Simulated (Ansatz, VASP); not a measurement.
# Two plane-wave programs on BeS

File POSCAR:

```
BeS
1.0
    0.0000000000      2.3846129646      2.3846129646
    2.3846129646      0.0000000000      2.3846129646
    2.3846129646      2.3846129646      0.0000000000
Be S
1 1
Direct
    0.0000000000      0.0000000000      0.0000000000
    0.2500000000      0.2500000000      0.2500000000
```

File INCAR.step1:

```
SYSTEM = BeS
PREC     = Accurate       ! precision mode
ENCUT    = 660            ! plane-wave cutoff, eV
ISMEAR   = 0              ! smearing method
SIGMA    = 0.01           ! smearing width, eV
LREAL    = .FALSE.        ! projectors in reciprocal space
LASPH    = .TRUE.         ! aspherical terms in the spheres
NELM     = 120            ! most SCF steps
NBANDS   = 11             ! bands
GGA      = PE             ! functional
ALGO     = Normal         ! electronic algorithm
EDIFF    = 1E-5           ! SCF threshold, eV
LWAVE    = .TRUE.         ! write WAVECAR
LCHARG   = .FALSE.        ! write CHGCAR
GGA_COMPAT= .FALSE.
```

Contents of INCAR.step2:

```
SYSTEM = BeS
PREC     = Accurate       ! precision mode
ENCUT    = 660            ! plane-wave cutoff, eV
EDIFF    = 1E-6           ! SCF threshold, eV
ISMEAR   = 0              ! smearing method
SIGMA    = 0.01           ! smearing width, eV
LREAL    = .FALSE.        ! projectors in reciprocal space
LASPH    = .TRUE.         ! aspherical terms in the spheres
NELM     = 120            ! most SCF steps
ALGO     = Normal         ! electronic algorithm
ISIF     = 2              ! what is computed and relaxed
LWAVE    = .FALSE.        ! write WAVECAR
LCHARG   = .FALSE.        ! write CHGCAR
METAGGA  = R2SCAN         ! meta-GGA
LMIXTAU  = .TRUE.       
NBANDS   = 11             ! bands
ISTART   = 1            
GGA_COMPAT= .FALSE.
```

Contents of KPOINTS:

```
Automatic mesh
0
G
  8 8 8
  0 0 0
```

Input for Ansatz:

```yaml
crystal:
  lattice:
    - [0.0, 2.3846129646, 2.3846129646]
    - [2.3846129646, 0.0, 2.3846129646]
    - [2.3846129646, 2.3846129646, 0.0]
  atoms:
    - { symbol: Be, position: [0.0, 0.0, 0.0] }
    - { symbol: S, position: [0.25, 0.25, 0.25] }
kpoints:
  mp_grid: { grid: [8, 8, 8] }
hamiltonian:
  xc: r2scan
scf:
  occupations: { method: fixed }
  n_extra_bands: 4
output:
  forces: true
  stress: true
  eigenvalues: true
```

Alike in both runs: task single point; functional r2SCAN; k mesh 8 × 8 × 8; no spin polarisation.

```csv
,VASP,Ansatz
version,VASP 6.6.1,Ansatz 0.2.0
potentials or method,"VASP PAW PBE potentials, release 64 (Be, S)","plane waves, PAW"
plane-wave cutoff (eV),660,500
occupations,"gaussian, width 0.01 eV",fixed
valence electrons in the cell,8,8
```

```csv
,VASP,Ansatz,Ansatz less VASP
gap on the k mesh at the Fermi level (eV),3.45,3.44,-0.009
pressure (GPa),7.1,6.8,-0.35
```

VASP's potentials were made for PBE, not for r2SCAN.
